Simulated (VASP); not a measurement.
Wanted: the native input for a VASP 6.6.1 run.

```
Task                   : single point
Functional             : PBE
Potentials or basis    : VASP PAW PBE potentials, release 64 (Cd)
Cutoff                 : 500 eV
k mesh                 : 6 × 6 × 6
Occupations            : gaussian, width 0.05 eV
Spin                   : no spin polarisation
Dipole correction      : no
Further INCAR settings : ALGO = Normal; EDIFF = 1e-06; NBANDS = 19
```

The structure of Cd lies in POSCAR:

```
Cd
1.0
    0.0000000000      3.3723417255      3.3723417255
    3.3723417255      0.0000000000      3.3723417255
    3.3723417255      3.3723417255      0.0000000000
Cd
2
Direct
    1.0000000000      1.0000000000      1.0000000000
    0.2500000000      0.2500000000      0.2500000000
```

This isn't the form of Cd at room conditions, which is hcp.

The input as run:

INCAR

```
PREC = Accurate ; ENCUT = 500
EDIFF = 1E-6 ; ISMEAR = 0
SIGMA = 0.05 ; LREAL = False
LASPH = True ; NELM = 120
ALGO = Normal ; ISIF = 2
LWAVE = False ; LCHARG = False
GGA = PE ; NBANDS = 19
GGA_COMPAT = False
```

KPOINTS

```
regular mesh
0
Gamma
  6 6 6
```

Potentials or basis: VASP PAW PBE potentials, release 64 (Cd).

The run is started by

```sh
$ cat potpaw_PBE.64/Cd/POTCAR > POTCAR
$ mpirun -np 1 vasp_std > vasp.out
```

Results of the run:

- Pressure: 0.1 GPa
- Band gap on the k mesh: zero (bands 12 and 13 overlap by 4.49 eV)

Wall time 17 s on 1 thread of Intel(R) Xeon(R) Platinum 8488C (Sapphire Rapids), on a shared host, peak memory 0.19 GiB.
